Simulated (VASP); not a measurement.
Runs of VASP 6.6.1 on P. The structure is that of space group I4_1/amd (No. 141), or close to it. The cells are those of the table. 

| cell | gap on the mesh (eV) | pressure (GPa) |
| --- | --- | --- |
| a = 3.574 Å, angles 96.8, 96.8, 139.7°, 2 atoms | none | 8.9 |
| a = 2.803 Å, angles 97.1, 97.1, 138.9°, 2 atoms | none | (a) |
| a = 3.347 Å, angles 96.9, 96.9, 139.4°, 2 atoms | none | (b) |
| a = 2.942 Å, angles 97.0, 97.0, 139.0°, 2 atoms | none | 216.6 |
| a = 3.223 Å, angles 96.9, 96.9, 139.3°, 2 atoms | none | 68.3 |
| a = 3.464 Å, angles 96.8, 96.8, 139.6°, 2 atoms | none | 21.7 |

Alike in all rows: task single point; level PBE; potentials or basis VASP PAW PBE potentials, release 64 (P); no spin polarisation; k mesh 18 × 18 × 18; cutoff (eV) 520; smearing fermi-dirac 0.1 eV.

Problem. Fill in the values left out.

Solution. (a) 375.5; (b) 40.0.

Caveats: the cell stands under pressure.

A gap of «none» marks levels without a gap at the run's occupations.
